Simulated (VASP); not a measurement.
Crystal: BaTiO3.

```
Ba Ti O
1.0
     3.98550    0.00000    0.00000
     0.00000    2.83690    2.84515
     0.00000   -2.83690    2.84515
Ba Ti O
1 1 3
Direct
  0.00000 0.00000 0.00000
  0.50000 0.51240 0.51240
  0.00000 0.48740 0.48740
  0.50000 0.50524 0.99184
  0.50000 0.99184 0.50524
```

Base run:

* Program: VASP 6.6.1
* Functional: r2SCAN
* Potentials or basis: VASP PAW PBE potentials, release 64 (Ba_sv, Ti_sv, O)
* Cutoff: 520 eV
* k mesh: 6 × 6 × 6
* Occupations: methfessel-paxton, width 0.01 eV
* Spin: no spin polarisation
* Hubbard terms: Ti d U = 3.0 eV

Its results: band gap on the k mesh 2.62 eV (least direct gap 2.87 eV); pressure 3.5 GPa; largest force 0.358 eV/Å.

Problem. The run is repeated on the same cell with these changes: hubbard terms from Ti d U = 3.0 eV to none; further incar settings from ALGO = Normal; EDIFF = 1e-06; NBANDS = 28 to ALGO = Normal; EDIFF = 1e-07; NBANDS = 28. What comes out?

Solution. Band gap on the k mesh 2.24 eV (least direct gap 2.46 eV); pressure 1.1 GPa; largest force 0.273 eV/Å.

Caveats: the PAW data sets were made with another functional, which shifts forces and pressure a little; spin-orbit coupling is left out, which moves the levels of the heavy elements; the cell stands under pressure (at least some runs).

A k mesh can miss the band edges.
